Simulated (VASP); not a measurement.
Sc3TaO3, 7 atoms in the cell. Symmetry: Pm-3m, No. 221, cubic system. Conventional cell: a = 4.466 Å, b = 4.466 Å, c = 4.466 Å, α = 90.00°, β = 90.00°, γ = 90.00°. Within 3.0 Å of Sc (site symmetry 4/mmm) lie 4 O at 2.23 Å. Ta (site symmetry m-3m) has 6 O at 2.23 Å within 3.0 Å. Within 3.0 Å of O (site symmetry 4/mmm) lie 4 Sc at 2.23 Å and 2 Ta at 2.23 Å. 

* Program: VASP 6.6.1
* Task: single point
* Functional: PBE
* Potentials or basis: VASP PAW PBE potentials, release 64 (Sc_sv, Ta_pv, O)
* Cutoff: 520 eV
* k mesh: 8 × 8 × 8
* Occupations: gaussian, width 0.1 eV
* Spin: no spin polarisation
* Dipole correction: no
* Further INCAR settings: ALGO = Normal; EDIFF = 1e-06; NBANDS = 40

Potentials or basis: VASP PAW PBE potentials, release 64 (Sc_sv, Ta_pv, O).

The run is started by

```console
$ cat potpaw_PBE.64/Sc_sv/POTCAR potpaw_PBE.64/Ta_pv/POTCAR potpaw_PBE.64/O/POTCAR > POTCAR
$ mpirun -np 1 vasp_std > vasp.out
```

Hardware: 1 thread of Intel(R) Xeon(R) Platinum 8259CL CPU @ 2.50GHz (Skylake/Cascade Lake), on a shared host.

Question: Estimate the wall time of this run.

Answer: It took 110 s on 1 thread of Intel(R) Xeon(R) Platinum 8259CL CPU @ 2.50GHz (Skylake/Cascade Lake) (shared host), peak memory 0.27 GiB. Counts: scf iterations 14, k points 35.
